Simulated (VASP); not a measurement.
# GaAs (F-43m) in VASP: single point with PBEsol

Aim: the single point of GaAs with PBEsol.

Everything below comes from runs of VASP 6.6.1. Logs are shortened: lines on timing, memory, paths and dates and some standing lists are left out, and cuts for length are marked.

**1. The cell of the first run**

The structure is cubic, space group F-43m (No. 216). The conventional cell has a = 5.653 Å, b = 5.653 Å, c = 5.653 Å, α = 90.00°, β = 90.00°, γ = 90.00°. Ga (site symmetry -43m) has 4 As at 2.45 Å within 3.2 Å. Within 3.2 Å of As (site symmetry -43m) lie 4 Ga at 2.45 Å.

**2. Single point, PBEsol**

INCAR

```
PREC = Accurate ; ENCUT = 520
EDIFF = 1E-7 ; ISMEAR = 0
SIGMA = 0.01 ; LREAL = False
LASPH = True ; NELM = 100
ALGO = Normal ; ISIF = 2
LWAVE = False ; LCHARG = False
GGA = PS ; NBANDS = 46
```

KPOINTS

```
Automatic mesh
0
Gamma
  3 3 3
```

POSCAR

```
GaAs
1.0
    5.6533000000      0.0000000000      0.0000000000
    0.0000000000      5.6533000000      0.0000000000
    0.0000000000      0.0000000000      5.6533000000
Ga As
4 4
Direct
    0.0000000000      0.0000000000      0.0000000000
    0.0000000000      0.5000000000      0.5000000000
    0.5000000000      0.0000000000      0.5000000000
    0.5000000000      0.5000000000      0.0000000000
    0.2500000000      0.2500000000      0.2500000000
    0.2500000000      0.7500000000      0.7500000000
    0.7500000000      0.2500000000      0.7500000000
    0.7500000000      0.7500000000      0.2500000000
```

Potentials or basis: VASP PAW PBE potentials, release 64 (Ga_d, As).

On the command line:

```console
cat potpaw_PBE.64/Ga_d/POTCAR potpaw_PBE.64/As/POTCAR > POTCAR
mpirun -np 1 vasp_std > vasp.out
```

OUTCAR:

```text
PREC = Accurate
   ENCUT = 520
   EDIFF = 1E-7
   ISMEAR = 0
   LREAL = False
   LASPH = True
   NELM = 100
   ISIF = 2
   GGA = PS

 ion  position               nearest neighbor table
   1  0.000  0.000  0.000-   5 2.45   6 2.45   7 2.45   8 2.45
   2  0.000  0.500  0.500-   5 2.45   6 2.45   7 2.45   8 2.45
   3  0.500  0.000  0.500-   5 2.45   6 2.45   7 2.45   8 2.45
   4  0.500  0.500  0.000-   5 2.45   6 2.45   7 2.45   8 2.45
   5  0.250  0.250  0.250-   1 2.45   2 2.45   3 2.45   4 2.45
   6  0.250  0.750  0.750-   1 2.45   2 2.45   3 2.45   4 2.45
   7  0.750  0.250  0.750-   1 2.45   2 2.45   3 2.45   4 2.45
   8  0.750  0.750  0.250-   1 2.45   2 2.45   3 2.45   4 2.45

  LATTYP: Found a simple cubic cell.
 ALAT       =     5.6533000000

  Lattice vectors:

 A1 = (   5.6533000000,   0.0000000000,   0.0000000000)
 A2 = (   0.0000000000,   5.6533000000,   0.0000000000)
 A3 = (   0.0000000000,   0.0000000000,   5.6533000000)

Analysis of symmetry for initial positions (statically):
=====================================================================
 Subroutine PRICEL returns following result:

  LATTYP: Found a face centered cubic cell.
 ALAT       =     5.6533000000

  Lattice vectors:

 A1 = (   2.8266500000,  -2.8266500000,   0.0000000000)
 A2 = (   2.8266500000,   0.0000000000,   2.8266500000)
 A3 = (   0.0000000000,  -2.8266500000,   2.8266500000)

   4 primitive cells build up your supercell.

 Routine SETGRP: Setting up the symmetry group for a
 simple cubic supercell.

 Subroutine GETGRP returns: Found 24 space group operations
 (whereof 24 operations were pure point group operations)
 out of a pool of 48 trial point group operations.

The static configuration has the point symmetry T_d .

Analysis of symmetry for dynamics (positions and initial velocities):
=====================================================================
 Subroutine PRICEL returns following result:

  LATTYP: Found a face centered cubic cell.
 ALAT       =     5.6533000000

  Lattice vectors:

 A1 = (   2.8266500000,  -2.8266500000,   0.0000000000)
 A2 = (   2.8266500000,   0.0000000000,   2.8266500000)
 A3 = (   0.0000000000,  -2.8266500000,   2.8266500000)

   4 primitive cells build up your supercell.

 Routine SETGRP: Setting up the symmetry group for a
 simple cubic supercell.

 Subroutine GETGRP returns: Found 24 space group operations
 (whereof 24 operations were pure point group operations)
 out of a pool of 48 trial point group operations.

The dynamic configuration has the point symmetry T_d .

 Subroutine INISYM returns: Found 24 space group operations
 (whereof 24 operations are pure point group operations),
 and found     4 'primitive' translations

----------------------------------------------------------------------------------------

                                     Primitive cell

  volume of cell :      45.1696

  direct lattice vectors                    reciprocal lattice vectors
     2.826650000 -2.826650000  0.000000000     0.176887835 -0.176887835 -0.176887835
     2.826650000  0.000000000  2.826650000     0.176887835  0.176887835  0.176887835
     0.000000000 -2.826650000  2.826650000    -0.176887835 -0.176887835  0.176887835

  length of vectors
     3.997486766  3.997486766  3.997486766     0.306378718  0.306378718  0.306378718

  position of ions in fractional coordinates (direct lattice)
     0.000000000  0.000000000  0.000000000
     0.750000000  0.750000000  0.750000000

  ion indices of the primitive-cell ions
   primitive index   ion index
                 1           1
                 2           5

----------------------------------------------------------------------------------------

 KPOINTS: Automatic mesh

Automatic generation of k-mesh.
 Grid dimensions read from file:
 generate k-points for:    3    3    3

 Generating k-lattice:

  Cartesian coordinates                     Fractional coordinates (reciprocal lattice)
     0.058962612  0.000000000  0.000000000     0.333333333  0.000000000  0.000000000
     0.000000000  0.058962612  0.000000000     0.000000000  0.333333333  0.000000000
     0.000000000  0.000000000  0.058962612     0.000000000  0.000000000  0.333333333

  Length of vectors
     0.058962612  0.058962612  0.058962612

  Shift w.r.t. Gamma in fractional coordinates (k-lattice)
     0.000000000  0.000000000  0.000000000

 Subroutine IBZKPT returns following result:
 ===========================================

 Found      4 irreducible k-points:

 Following reciprocal coordinates:
            Coordinates               Weight
  0.000000  0.000000  0.000000      1.000000
  0.333333  0.000000  0.000000      6.000000
  0.333333  0.333333  0.000000     12.000000
  0.333333  0.333333  0.333333      8.000000
   k-points           NKPTS =      4   k-points in BZ     NKDIM =      4   number of bands    NBANDS=     46
   number of dos      NEDOS =    301   number of ions     NIONS =      8
   total plane-waves  NPLWV =  74088
   dimension x,y,z NGX =    42 NGY =   42 NGZ =   42
   dimension x,y,z NGXF=    84 NGYF=   84 NGZF=   84
   ions per type =               4   4
   NGX,Y,Z   is equivalent  to a cutoff of  12.35, 12.35, 12.35 a.u.
   NGXF,Y,Z  is equivalent  to a cutoff of  24.70, 24.70, 24.70 a.u.
 SYSTEM =  unknown system
   PREC   = accura    normal or accurate (medium, high low for compatibility)
   ISTART =      0    job   : 0-new  1-cont  2-samecut
   ICHARG =      2    charge: 1-file 2-atom 10-const
   ISPIN  =      1    spin polarized calculation?
   LNONCOLLINEAR =      F non collinear calculations
   LSORBIT =      F    spin-orbit coupling
   LASPH  =      T    aspherical Exc in radial PAW
   ENCUT  =  520.0 eV  38.22 Ry    6.18 a.u.  10.51 10.51 10.51*2*pi/ulx,y,z
   NELM   =    100;   NELMIN=  2; NELMDL= -5     # of ELM steps
   EDIFF  = 0.1E-06   stopping-criterion for ELM
   LREAL  =      F    real-space projection
   EDIFFG = 0.1E-05   stopping-criterion for IOM
   NSW    =      0    number of steps for IOM
   IBRION =     -1    ionic relax: 0-MD 1-quasi-New 2-CG
   NFREE  =      0    steps in history (QN), initial steepest desc. (CG)
   ISIF   =      2    stress and relaxation
   ISYM   =      2    0-nonsym 1-usesym 2-fastsym
   POTIM  = 0.5000    time-step for ionic-motion
   TEBEG  =    0.0;   TEEND  =   0.0 temperature during run
   PSTRESS=    0.0 pullay stress
   NELECT =      72.0000    total number of electrons
   NUPDOWN=      -1.0000    fix difference up-down
   EMIN   =  10.00;   EMAX   =-10.00  energy-range for DOS
   EFERMI =   0.00;   METHOD = LEGACY
   ISMEAR =     0;   SIGMA  =   0.01  broadening in eV -4-tet -1-fermi 0-gaus
   EFERMI_NEDOS =   21; number of points for ismear=-14 and -15
   IALGO  =     38    algorithm
   IMIX   =      4    mixing-type and parameters
     AMIX     =   0.40;   BMIX     =  1.00
     AMIX_MAG =   1.60;   BMIX_MAG =  1.00
  volume/ion in A,a.u.               =      22.58       152.41
  Fermi-wavevector in a.u.,A,eV,Ry     =   1.204713  2.276578 19.746593  1.451334
  Thomas-Fermi vector in A             =   2.340430
   LORBIT       =      0    0 simple, 1 ext, 2 COOP (PROOUT), +10 PAW based schemes
   GGA     = PS    functional components
   LHFCALC =     F    Hartree Fock is set to
   AEXX    =    0.0000 exact exchange contribution
   IVDW    =     0    specifies the selected vdW correction
   LEPSILON=     F    determine dielectric tensor
   LRPA    =     F    only Hartree local field effects (RPA)
 non-spin polarized calculation
 Gauss-broadening in eV      SIGMA  =   0.01
  energy-cutoff  :      520.00
  volume of cell :      180.68
 maximum number of plane-waves:      4945
 NGX is ok and might be reduce to    42
   NGX = 21   NGY = 21   NGZ = 21

 number of electron      72.0000065 magnetization

 Free energy of the ion-electron system (eV)
  ---------------------------------------------------
  ext. energy  EPLUGINS =         0.00000000
  ---------------------------------------------------
  free energy    TOTEN  =       -36.24186653 eV

  energy without entropy =      -36.24186653  energy(sigma->0) =      -36.24186653

 E-fermi :   3.9263     XC(G=0):  -9.7690

 val. band max:        3.8177898798   @ k =   0.0000   0.0000   0.0000
 cond. band min:       4.2713546890   @ k =   0.0000   0.0000   0.0000
 fundamental gap:      0.4535648092
 Fermi energy:         3.9263001304

 k-point     1 :       0.0000    0.0000    0.0000
  band No.  band energies     occupation
      1     -11.0856      2.00000
      2     -11.0856      2.00000
      3     -11.0856      2.00000
      4     -10.9729      2.00000
      5     -10.9729      2.00000
      6     -10.9729      2.00000
[... 38 lines left out ...]
     45       7.4993      0.00000
     46       7.4993      0.00000

 k-point     2 :       0.3333    0.0000    0.0000
  band No.  band energies     occupation
      1     -11.0761      2.00000
      2     -11.0761      2.00000
      3     -11.0628      2.00000
      4     -11.0081      2.00000
      5     -10.9609      2.00000
      6     -10.9609      2.00000
[... 38 lines left out ...]
     45       9.0559      0.00000
     46       9.0559      0.00000

 k-point     3 :       0.3333    0.3333    0.0000
  band No.  band energies     occupation
      1     -11.0674      2.00000
      2     -11.0596      2.00000
      3     -11.0596      2.00000
      4     -11.0232      2.00000
      5     -10.9599      2.00000
      6     -10.9567      2.00000
[... 38 lines left out ...]
     45       8.8145      0.00000
     46       8.8145      0.00000

 k-point     4 :       0.3333    0.3333    0.3333
  band No.  band energies     occupation
      1     -11.0581      2.00000
      2     -11.0581      2.00000
      3     -11.0581      2.00000
      4     -11.0359      2.00000
      5     -10.9570      2.00000
      6     -10.9570      2.00000
[... 38 lines left out ...]
     45       8.4605      0.00000
     46       9.5410      0.00000

------------------------ aborting loop because EDIFF is reached ----------------------------------------

  FORCE on cell =-STRESS in cart. coord.  units (eV):
  Direction    XX          YY          ZZ          XY          YZ          ZX
  --------------------------------------------------------------------------------------
  -------------------------------------------------------------------------------------
  Total        0.3408110      0.3408110      0.3408110     -0.0000000     -0.0000000     -0.0000000
  in kB        3.0221642      3.0221642      3.0221642     -0.0000000     -0.0000000     -0.0000000
  external PRESSURE =       3.0221642 kB  Pullay stress =       0.0000000 kB

 VOLUME and BASIS-vectors are now :
 -----------------------------------------------------------------------------
  energy-cutoff  :      520.00
  volume of cell :      180.68
      direct lattice vectors                 reciprocal lattice vectors
     5.653300000  0.000000000  0.000000000     0.176887835  0.000000000  0.000000000
     0.000000000  5.653300000  0.000000000     0.000000000  0.176887835  0.000000000
     0.000000000  0.000000000  5.653300000     0.000000000  0.000000000  0.176887835

 POSITION                                       TOTAL-FORCE (eV/Angst)
 -----------------------------------------------------------------------------------
      0.00000      0.00000      0.00000         0.000000      0.000000     -0.000000
      0.00000      2.82665      2.82665         0.000000     -0.000000      0.000000
      2.82665      0.00000      2.82665        -0.000000      0.000000     -0.000000
      2.82665      2.82665      0.00000         0.000000     -0.000000      0.000000
      1.41332      1.41332      1.41332        -0.000000      0.000000     -0.000000
      1.41332      4.23997      4.23997        -0.000000      0.000000     -0.000000
      4.23997      1.41332      4.23997        -0.000000      0.000000     -0.000000
      4.23997      4.23997      1.41332        -0.000000     -0.000000     -0.000000
 -----------------------------------------------------------------------------------
    total drift:                                0.000000     -0.000000     -0.000000

  FREE ENERGIE OF THE ION-ELECTRON SYSTEM (eV)
  ---------------------------------------------------
  free  energy   TOTEN  =       -36.2418665270 eV

  energy  without entropy=      -36.2418665270  energy(sigma->0) =      -36.24186653
```

Run time: 56 s. Hardware: 1 thread of Intel Xeon 6975P-C, shared host; peak memory 0.26 GiB.

What came out:

- Free energy: -36.2419 eV
- Pressure: 0.3 GPa
- Band gap on the k mesh: 0.45 eV

Levels at points of the mesh, in eV from the valence-band top:
```csv
k point,band 33,band 34,band 35,band 36,band 37,band 38,band 39,band 40
"(0.00, 0.00, 0.00)",-2.70,0.00,0.00,0.00,0.45,1.34,1.34,1.34
```

Caveat: the PAW data sets were made with another functional, which shifts forces and pressure a little.
